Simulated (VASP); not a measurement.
Write the native input for VASP 6.6.1 that does the following.

| Item | Value |
| --- | --- |
| Task | single point |
| Functional | LDA |
| Potentials or basis | VASP PAW LDA potentials, release 64 (Co_sv, O) |
| Cutoff | 600 eV |
| k mesh | 11 × 11 × 11 |
| Occupations | fermi-dirac, width 0.05 eV |
| Spin | collinear spin, ferromagnetic start |
| Starting moments | [2.0, 0.0] μB |
| Dipole correction | no |
| Second run | valence_matched |
| Further INCAR settings | ALGO = Normal; EDIFF = 1e-06; NBANDS = 22 |

The structure of CoO lies in POSCAR:

```
CoO
1.0
    0.0000000000      2.0389512353      2.0389512353
    2.0389512353      0.0000000000      2.0389512353
    2.0389512353      2.0389512353      0.0000000000
Co O
1 1
Direct
    0.0000000000      0.0000000000      0.0000000000
    0.5000000000      0.5000000000      0.5000000000
```

The input as run:

INCAR

```
PREC = Accurate
ENCUT = 600
EDIFF = 1E-6
ISMEAR = -1
SIGMA = 0.05
LREAL = F
LASPH = T
NELM = 200
ALGO = Normal
ISIF = 2
LWAVE = F
LCHARG = F
ISPIN = 2
MAGMOM = 2 0
LORBIT = 11
LMAXMIX = 4
NBANDS = 22
GGA_COMPAT = F
```

KPOINTS

```
regular mesh
0
Gamma
  11 11 11
```

Potentials or basis: VASP PAW LDA potentials, release 64 (Co_sv, O).

Command:

```sh
$ cat potpaw_LDA.64/Co_sv/POTCAR potpaw_LDA.64/O/POTCAR > POTCAR
$ mpirun -np 1 vasp_std > vasp.out
```

Results of the run:

| Property | Result |
| --- | --- |
| Pressure | -4.1 GPa |
| Net moment | 2.07 μB per cell |
| Site moments | Co +1.82; O +0.17 μB |
| Valence electrons inside the program's atomic spheres | Co 15.01; O 4.98 |

Caveat: a cell with one magnetic atom can't hold antiferromagnetic order, which such compounds often take.

It took 23 s on 1 thread of Intel(R) Xeon(R) 6975P-C (Granite Rapids) (shared host), peak memory 0.15 GiB.
